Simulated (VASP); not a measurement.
# BaTiO3 (P4/mmm) in VASP: notebook

BaTiO3 is run at these levels: LDA; tasks: single point.

Program: VASP 6.6.1. These are calculated values, not measurements. Logs are shortened: lines on timing, memory, paths and dates and some standing lists are left out, and cuts for length are marked.

## (1) The cell of the first run

Symmetry: P4/mmm, No. 123, tetragonal system. Conventional cell: a = 4.007 Å, b = 4.007 Å, c = 3.967 Å, α = 90.00°, β = 90.00°, γ = 90.00°. Ba (site symmetry 4/mmm) has 12 O at 2.82 to 2.83 Å and 8 Ti at 3.46 Å within 3.7 Å. Within 2.6 Å of Ti (site symmetry 4/mmm) lie 6 O at 1.98 to 2.00 Å. O (site symmetry mmm) has 2 Ti at 2.00 Å within 2.7 Å. Within 2.6 Å of O (site symmetry 4/mmm) lie 2 Ti at 1.98 Å.

## (2) Single point, LDA (zz strain of -1 %)

INCAR reads:

```
ALGO = Normal
EDIFF = 1E-6
ENCUT = 520
GGA = CA
ISIF = 2
ISMEAR = -1
LASPH = True
LCHARG = False
LREAL = False
LWAVE = False
NBANDS = 28
NELM = 80
PREC = Accurate
SIGMA = 0.05
```

KPOINTS reads:

```
k-points
0
Gamma
  8 8 8
```

POSCAR reads:

```
BaTiO3
1.0
    4.0073000000      0.0000000000      0.0000000000
    0.0000000000      4.0073000000      0.0000000000
    0.0000000000      0.0000000000      3.9672270000
Ba Ti O
1 1 3
Direct
    0.5000000000      0.5000000000      0.5000000000
    0.0000000000      0.0000000000      0.0000000000
    0.5000000000      0.0000000000      0.0000000000
    0.0000000000      0.5000000000      0.0000000000
    0.0000000000      0.0000000000      0.5000000000
```

Potentials or basis: VASP PAW LDA potentials, release 64 (Ba_sv, Ti_sv, O).

Command:

```bash
$ cat potpaw_LDA.64/Ba_sv/POTCAR potpaw_LDA.64/Ti_sv/POTCAR potpaw_LDA.64/O/POTCAR > POTCAR
$ mpirun -np 1 vasp_std > vasp.out
```

OUTCAR:

```text
EDIFF = 1E-6
   ENCUT = 520
   GGA = CA
   ISIF = 2
   ISMEAR = -1
   LASPH = True
   LREAL = False
   NELM = 80
   PREC = Accurate

 ion  position               nearest neighbor table
   1  0.500  0.500  0.500-   3 2.82   4 2.82   3 2.82   4 2.82   3 2.82   3 2.82   4 2.82   4 2.82
                             5 2.83   5 2.83   5 2.83   5 2.83   2 3.46   2 3.46   2 3.46   2 3.46
   2  0.000  0.000  0.000-   5 1.98   5 1.98   3 2.00   4 2.00   4 2.00   3 2.00   1 3.46   1 3.46
                             1 3.46   1 3.46   1 3.46   1 3.46   1 3.46   1 3.46
   3  0.500  0.000  0.000-   2 2.00   2 2.00   1 2.82   1 2.82   1 2.82   1 2.82
   4  0.000  0.500  0.000-   2 2.00   2 2.00   1 2.82   1 2.82   1 2.82   1 2.82
   5  0.000  0.000  0.500-   2 1.98   2 1.98   1 2.83   1 2.83   1 2.83   1 2.83

  LATTYP: Found a simple tetragonal cell.
 ALAT       =     4.0073000000
 C/A-ratio  =     0.9900000000

  Lattice vectors:

 A1 = (   4.0073000000,   0.0000000000,   0.0000000000)
 A2 = (   0.0000000000,   4.0073000000,   0.0000000000)
 A3 = (   0.0000000000,   0.0000000000,   3.9672270000)

Analysis of symmetry for initial positions (statically):
=====================================================================
 Subroutine PRICEL returns:
 Original cell was already a primitive cell.

 Routine SETGRP: Setting up the symmetry group for a
 simple tetragonal supercell.

 Subroutine GETGRP returns: Found 16 space group operations
 (whereof 16 operations were pure point group operations)
 out of a pool of 16 trial point group operations.

The static configuration has the point symmetry D_4h.

Analysis of symmetry for dynamics (positions and initial velocities):
=====================================================================
 Subroutine PRICEL returns:
 Original cell was already a primitive cell.

 Routine SETGRP: Setting up the symmetry group for a
 simple tetragonal supercell.

 Subroutine GETGRP returns: Found 16 space group operations
 (whereof 16 operations were pure point group operations)
 out of a pool of 16 trial point group operations.

The dynamic configuration has the point symmetry D_4h.

 Subroutine INISYM returns: Found 16 space group operations
 (whereof 16 operations are pure point group operations),
 and found     1 'primitive' translations

----------------------------------------------------------------------------------------

                                     Primitive cell

  volume of cell :      63.7075

  direct lattice vectors                    reciprocal lattice vectors
     4.007300000  0.000000000  0.000000000     0.249544581  0.000000000  0.000000000
     0.000000000  4.007300000  0.000000000     0.000000000  0.249544581  0.000000000
     0.000000000  0.000000000  3.967227000     0.000000000  0.000000000  0.252065233

  length of vectors
     4.007300000  4.007300000  3.967227000     0.249544581  0.249544581  0.252065233

  position of ions in fractional coordinates (direct lattice)
     0.500000000  0.500000000  0.500000000
     0.000000000  0.000000000  0.000000000
     0.500000000  0.000000000  0.000000000
     0.000000000  0.500000000  0.000000000
     0.000000000  0.000000000  0.500000000

  ion indices of the primitive-cell ions
   primitive index   ion index
                 1           1
                 2           2
                 3           3
                 4           4
                 5           5

----------------------------------------------------------------------------------------

 KPOINTS: k-points

Automatic generation of k-mesh.
 Grid dimensions read from file:
 generate k-points for:    8    8    8

 Generating k-lattice:

  Cartesian coordinates                     Fractional coordinates (reciprocal lattice)
     0.031193073  0.000000000  0.000000000     0.125000000  0.000000000  0.000000000
     0.000000000  0.031193073  0.000000000     0.000000000  0.125000000  0.000000000
     0.000000000  0.000000000  0.031508154     0.000000000  0.000000000  0.125000000

  Length of vectors
     0.031193073  0.031193073  0.031508154

  Shift w.r.t. Gamma in fractional coordinates (k-lattice)
     0.000000000  0.000000000  0.000000000

 Subroutine IBZKPT returns following result:
 ===========================================

 Found     75 irreducible k-points:

 Following reciprocal coordinates:
            Coordinates               Weight
  0.000000  0.000000  0.000000      1.000000
  0.125000  0.000000  0.000000      4.000000
  0.250000  0.000000  0.000000      4.000000
  0.375000  0.000000  0.000000      4.000000
  0.500000  0.000000  0.000000      2.000000
  0.125000  0.125000  0.000000      4.000000
[... 16 lines left out ...]
  0.375000  0.125000  0.125000     16.000000
  0.500000  0.125000  0.125000      8.000000
 [... further k-points ...]
   k-points           NKPTS =     75   k-points in BZ     NKDIM =     75   number of bands    NBANDS=     28
   number of dos      NEDOS =    301   number of ions     NIONS =      5
   total plane-waves  NPLWV =  27000
   dimension x,y,z NGX =    30 NGY =   30 NGZ =   30
   dimension x,y,z NGXF=    60 NGYF=   60 NGZF=   60
   ions per type =               1   1   3
   NGX,Y,Z   is equivalent  to a cutoff of  12.45, 12.45, 12.57 a.u.
   NGXF,Y,Z  is equivalent  to a cutoff of  24.89, 24.89, 25.14 a.u.
 SYSTEM =  unknown system
   PREC   = accura    normal or accurate (medium, high low for compatibility)
   ISTART =      0    job   : 0-new  1-cont  2-samecut
   ICHARG =      2    charge: 1-file 2-atom 10-const
   ISPIN  =      1    spin polarized calculation?
   LNONCOLLINEAR =      F non collinear calculations
   LSORBIT =      F    spin-orbit coupling
   LASPH  =      T    aspherical Exc in radial PAW
   ENCUT  =  520.0 eV  38.22 Ry    6.18 a.u.   7.45  7.45  7.38*2*pi/ulx,y,z
   NELM   =     80;   NELMIN=  2; NELMDL= -5     # of ELM steps
   EDIFF  = 0.1E-05   stopping-criterion for ELM
   LREAL  =      F    real-space projection
   EDIFFG = 0.1E-04   stopping-criterion for IOM
   NSW    =      0    number of steps for IOM
   IBRION =     -1    ionic relax: 0-MD 1-quasi-New 2-CG
   NFREE  =      0    steps in history (QN), initial steepest desc. (CG)
   ISIF   =      2    stress and relaxation
   ISYM   =      2    0-nonsym 1-usesym 2-fastsym
   POTIM  = 0.5000    time-step for ionic-motion
   TEBEG  =    0.0;   TEEND  =   0.0 temperature during run
   PSTRESS=    0.0 pullay stress
   NELECT =      40.0000    total number of electrons
   NUPDOWN=      -1.0000    fix difference up-down
   EMIN   =  10.00;   EMAX   =-10.00  energy-range for DOS
   EFERMI =   0.00;   METHOD = LEGACY
   ISMEAR =    -1;   SIGMA  =   0.05  broadening in eV -4-tet -1-fermi 0-gaus
   EFERMI_NEDOS =   21; number of points for ismear=-14 and -15
   IALGO  =     38    algorithm
   IMIX   =      4    mixing-type and parameters
     AMIX     =   0.40;   BMIX     =  1.00
     AMIX_MAG =   1.60;   BMIX_MAG =  1.00
  volume/ion in A,a.u.               =      12.74        85.98
  Fermi-wavevector in a.u.,A,eV,Ry     =   1.401838  2.649090 26.737496  1.965150
  Thomas-Fermi vector in A             =   2.524660
   LORBIT       =      0    0 simple, 1 ext, 2 COOP (PROOUT), +10 PAW based schemes
   GGA     = CA    functional components
   LHFCALC =     F    Hartree Fock is set to
   AEXX    =    0.0000 exact exchange contribution
   IVDW    =     0    specifies the selected vdW correction
   LEPSILON=     F    determine dielectric tensor
   LRPA    =     F    only Hartree local field effects (RPA)
 non-spin polarized calculation
  energy-cutoff  :      520.00
  volume of cell :       63.71
 maximum number of plane-waves:      1743
 NGX is ok and might be reduce to    30
   NGX = 15   NGY = 15   NGZ = 15

 number of electron      39.9999977 magnetization

 Free energy of the ion-electron system (eV)
  ---------------------------------------------------
  ext. energy  EPLUGINS =         0.00000000
  ---------------------------------------------------
  free energy    TOTEN  =       -44.11854608 eV

  energy without entropy =      -44.11854608  energy(sigma->0) =      -44.11854608

 E-fermi :   4.4246     XC(G=0): -11.7705

 val. band max:        3.5823316848   @ k =   0.5000   0.5000   0.5000
 cond. band min:       5.2317838402   @ k =   0.0000   0.0000   0.0000
 fundamental gap:      1.6494521554
 Fermi energy:         4.4246308029

 k-point     1 :       0.0000    0.0000    0.0000
  band No.  band energies     occupation
      1     -52.2824      2.00000
      2     -28.9051      2.00000
      3     -28.8985      2.00000
      4     -28.8985      2.00000
      5     -21.0689      2.00000
      6     -13.0251      2.00000
[... 20 lines left out ...]
     27       8.5243      0.00000
     28      10.8462      0.00000

 k-point     2 :       0.1250    0.0000    0.0000
  band No.  band energies     occupation
      1     -52.2822      2.00000
      2     -28.9064      2.00000
      3     -28.9048      2.00000
      4     -28.8982      2.00000
      5     -21.0510      2.00000
      6     -13.0412      2.00000
[... 20 lines left out ...]
     27       8.8336      0.00000
     28      11.2201      0.00000

 k-point     3 :       0.2500    0.0000    0.0000
  band No.  band energies     occupation
      1     -52.2818      2.00000
      2     -28.9254      2.00000
      3     -28.9041      2.00000
      4     -28.8974      2.00000
      5     -21.0071      2.00000
      6     -13.1255      2.00000
[... 20 lines left out ...]
     27       9.6423      0.00000
     28      11.9517      0.00000

 k-point     4 :       0.3750    0.0000    0.0000
  band No.  band energies     occupation
      1     -52.2814      2.00000
      2     -28.9442      2.00000
      3     -28.9033      2.00000
      4     -28.8967      2.00000
      5     -20.9622      2.00000
      6     -13.2475      2.00000
[... 20 lines left out ...]
     27      10.6094      0.00000
     28      11.8187      0.00000

 k-point     5 :       0.5000    0.0000    0.0000
  band No.  band energies     occupation
      1     -52.2813      2.00000
      2     -28.9520      2.00000
      3     -28.9030      2.00000
      4     -28.8963      2.00000
      5     -20.9434      2.00000
      6     -13.3036      2.00000
[... 20 lines left out ...]
     27      11.0825      0.00000
     28      11.7629      0.00000

 k-point     6 :       0.1250    0.1250    0.0000
  band No.  band energies     occupation
      1     -52.2821      2.00000
      2     -28.9063      2.00000
      3     -28.9058      2.00000
      4     -28.9045      2.00000
      5     -21.0339      2.00000
      6     -13.0411      2.00000
[... 463 lines left out ...]
      5     -21.0166      2.00000
      6     -13.0147      2.00000
[... 20 lines left out ...]
     27       9.3816      0.00000
     28      11.5149      0.00000

 k-point    22 :       0.2500    0.1250    0.1250
  band No.  band energies     occupation
      1     -52.2815      2.00000
      2     -28.9245      2.00000
      3     -28.9125      2.00000
      4     -28.9048      2.00000
      5     -20.9770      2.00000
      6     -13.0346      2.00000
[... 20 lines left out ...]
     27      10.1338      0.00000
     28      11.8588      0.00000

 k-point    23 :       0.3750    0.1250    0.1250
  band No.  band energies     occupation
      1     -52.2811      2.00000
      2     -28.9432      2.00000
      3     -28.9117      2.00000
      4     -28.9040      2.00000
      5     -20.9366      2.00000
      6     -13.1074      2.00000
[... 20 lines left out ...]
     27      11.0470      0.00000
     28      12.2417      0.00000

 k-point    24 :       0.5000    0.1250    0.1250
  band No.  band energies     occupation
      1     -52.2809      2.00000
      2     -28.9509      2.00000
      3     -28.9114      2.00000
      4     -28.9036      2.00000
      5     -20.9196      2.00000
      6     -13.1473      2.00000
[... 20 lines left out ...]
     27      11.4382      0.00000
     28      12.3735      0.00000

 [... further k-points ...]

------------------------ aborting loop because EDIFF is reached ----------------------------------------

  FORCE on cell =-STRESS in cart. coord.  units (eV):
  Direction    XX          YY          ZZ          XY          YZ          ZX
  --------------------------------------------------------------------------------------
  -------------------------------------------------------------------------------------
  Total       -2.5687524     -2.5687524     -1.7843371      0.0000000      0.0000000      0.0000000
  in kB      -64.6014208    -64.6014208    -44.8742002      0.0000000      0.0000000      0.0000000
  external PRESSURE =     -58.0256806 kB  Pullay stress =       0.0000000 kB

 VOLUME and BASIS-vectors are now :
 -----------------------------------------------------------------------------
  energy-cutoff  :      520.00
  volume of cell :       63.71
      direct lattice vectors                 reciprocal lattice vectors
     4.007300000  0.000000000  0.000000000     0.249544581  0.000000000  0.000000000
     0.000000000  4.007300000  0.000000000     0.000000000  0.249544581  0.000000000
     0.000000000  0.000000000  3.967227000     0.000000000  0.000000000  0.252065233

 POSITION                                       TOTAL-FORCE (eV/Angst)
 -----------------------------------------------------------------------------------
      2.00365      2.00365      1.98361         0.000000      0.000000      0.000000
      0.00000      0.00000      0.00000         0.000000      0.000000      0.000000
      2.00365      0.00000      0.00000         0.000000      0.000000      0.000000
      0.00000      2.00365      0.00000         0.000000      0.000000      0.000000
      0.00000      0.00000      1.98361         0.000000      0.000000      0.000000
 -----------------------------------------------------------------------------------
    total drift:                                0.000000     -0.000000      0.000000

  FREE ENERGIE OF THE ION-ELECTRON SYSTEM (eV)
  ---------------------------------------------------
  free  energy   TOTEN  =       -44.1185460801 eV

  energy  without entropy=      -44.1185460753  energy(sigma->0) =      -44.11854608
```

It took 56 s on 1 thread of Intel Xeon 6975P-C (Granite Rapids), shared host; peak memory 0.24 GiB.

Results:

```yaml
Free_energy: -44.1185 eV
Pressure: -5.8 GPa
Band_gap_on_the_k_mesh: 1.65 eV (least direct gap 1.78 eV)
```

Stress tensor (GPa, compression positive):
```
-6.46  0.00  0.00
 0.00 -6.46  0.00
 0.00  0.00 -4.49
```

Levels at points of the mesh, in eV from the valence-band top:
```
           k point  band 17  band 18  band 19  band 20  band 21  band 22  band 23  band 24
(0.00, 0.00, 0.00)    -1.11    -0.15    -0.15    -0.13     1.65     1.67     1.67     3.94
(0.50, 0.00, 0.00)    -1.84    -1.84    -0.73    -0.72     1.83     3.45     3.46     4.01
(0.50, 0.50, 0.00)    -1.74    -0.93    -0.93    -0.12     3.46     3.46     3.87     4.91
(0.00, 0.00, 0.50)    -1.95    -1.95    -0.74    -0.74     1.83     3.54     3.54     3.95
(0.50, 0.00, 0.50)    -1.74    -0.85    -0.84    -0.09     3.46     3.55     3.92     4.81
(0.50, 0.50, 0.50)    -2.35    -0.02     0.00     0.00     4.14     4.19     4.19     6.64
```

Caveat: the cell differs from its parent crystal (zz strain of -1 %); the cell stands under tension; spin-orbit coupling is left out, which moves the levels of the heavy elements. A k mesh can miss the band edges.

## (3) Single point, LDA (zz strain of +1 %)

INCAR reads:

```
SYSTEM = BaTiO3
  PREC = Accurate
  ENCUT = 520
  EDIFF = 1E-7
  ISMEAR = -1
  SIGMA = 0.05
  LREAL = .FALSE.
  LASPH = .TRUE.
  NELM = 100
  ALGO = Normal
  ISIF = 2
  LWAVE = .FALSE.
  LCHARG = .FALSE.
  NBANDS = 28
```

KPOINTS reads:

```
regular mesh
0
G
  8 8 8
  0 0 0
```

POSCAR: that of step 2 with these lines changed.

```diff
@@ -4,3 +4,3 @@
     0.0000000000      4.0073000000      0.0000000000
-    0.0000000000      0.0000000000      3.9672270000
+    0.0000000000      0.0000000000      4.0473730000
 Ba Ti O
```

Potentials or basis: VASP PAW LDA potentials, release 64 (Ba_sv, Ti_sv, O).

Command:

```bash
$ cat potpaw_LDA.64/Ba_sv/POTCAR potpaw_LDA.64/Ti_sv/POTCAR potpaw_LDA.64/O/POTCAR > POTCAR
$ mpirun -np 1 vasp_std > vasp.out
```

It took 58 s on 1 thread of Intel Xeon 6975P-C (Granite Rapids), shared host; peak memory 0.25 GiB.

The run converged. Its results:

| Item | Value |
| --- | --- |
| Free energy | -44.0606 eV |
| Pressure | -9.0 GPa |
| Band gap on the k mesh | 1.61 eV (least direct gap 1.78 eV) |

Stress tensor (GPa, compression positive):
```
 -8.39   0.00   0.00
  0.00  -8.39   0.00
  0.00   0.00 -10.11
```

Levels at points of the mesh, in eV from the valence-band top:
```csv
k point,band 17,band 18,band 19,band 20,band 21,band 22,band 23,band 24
"(0.00, 0.00, 0.00)",-1.09,-0.18,-0.16,-0.16,1.61,1.61,1.63,3.80
"(0.50, 0.00, 0.00)",-1.90,-1.89,-0.75,-0.73,1.77,3.40,3.41,3.82
"(0.50, 0.50, 0.00)",-1.75,-0.84,-0.84,-0.08,3.41,3.41,3.82,4.60
"(0.00, 0.00, 0.50)",-1.79,-1.79,-0.73,-0.73,1.78,3.32,3.32,3.88
"(0.50, 0.00, 0.50)",-1.76,-0.92,-0.92,-0.12,3.33,3.41,3.77,4.70
"(0.50, 0.50, 0.50)",-2.40,-0.02,-0.02,0.00,4.03,4.03,4.08,6.56
```

Caveat: the cell differs from its parent crystal (zz strain of +1 %); the cell stands under tension; spin-orbit coupling is left out, which moves the levels of the heavy elements.

## (4) Single point, LDA (zz strain of +2 %)

INCAR: that of step 3 with these lines changed.

```diff
@@ -3,3 +3,3 @@
   ENCUT = 520
-  EDIFF = 1E-7
+  EDIFF = 1E-6
   ISMEAR = -1
@@ -8,3 +8,3 @@
   LASPH = .TRUE.
-  NELM = 100
+  NELM = 80
   ALGO = Normal
```

KPOINTS is that of step 3.

POSCAR: that of step 3 with these lines changed.

```diff
@@ -4,3 +4,3 @@
     0.0000000000      4.0073000000      0.0000000000
-    0.0000000000      0.0000000000      4.0473730000
+    0.0000000000      0.0000000000      4.0874460000
 Ba Ti O
```

Command:

```bash
$ cat potpaw_LDA.64/Ba_sv/POTCAR potpaw_LDA.64/Ti_sv/POTCAR potpaw_LDA.64/O/POTCAR > POTCAR
$ mpirun -np 1 vasp_std > vasp.out
```

It took 1.8 min on 1 thread of Intel Xeon 6975P-C (Granite Rapids), shared host; peak memory 0.24 GiB.

The run converged. Its results:

| Item | Value |
| --- | --- |
| Free energy | -44.0158 eV |
| Pressure | -10.4 GPa |
| Band gap on the k mesh | 1.57 eV (least direct gap 1.76 eV) |

Stress tensor (GPa, compression positive):
```
 -9.29   0.00   0.00
  0.00  -9.29   0.00
  0.00   0.00 -12.51
```

Levels at points of the mesh, in eV from the valence-band top:
```tsv
k point	band 16	band 17	band 18	band 19	band 20	band 21	band 22	band 23	band 24	band 25
(0.00, 0.00, 0.00)	-1.08	-1.08	-0.21	-0.18	-0.18	1.57	1.57	1.61	3.68	3.83
(0.50, 0.00, 0.00)	-1.93	-1.93	-1.92	-0.77	-0.74	1.74	3.37	3.37	3.72	5.74
(0.50, 0.50, 0.00)	-2.79	-1.76	-0.80	-0.80	-0.08	3.37	3.37	3.79	4.45	7.58
(0.00, 0.00, 0.50)	-1.93	-1.72	-1.72	-0.74	-0.74	1.75	3.21	3.21	3.84	5.64
(0.50, 0.00, 0.50)	-2.60	-1.78	-0.97	-0.96	-0.14	3.22	3.38	3.69	4.64	7.33
(0.50, 0.50, 0.50)	-2.40	-2.40	-0.04	-0.04	0.00	3.94	3.94	4.03	6.48	6.48
```

Caveat: the cell differs from its parent crystal (zz strain of +2 %); the cell stands under tension; spin-orbit coupling is left out, which moves the levels of the heavy elements.

(Part 1 of 2 ends here.)
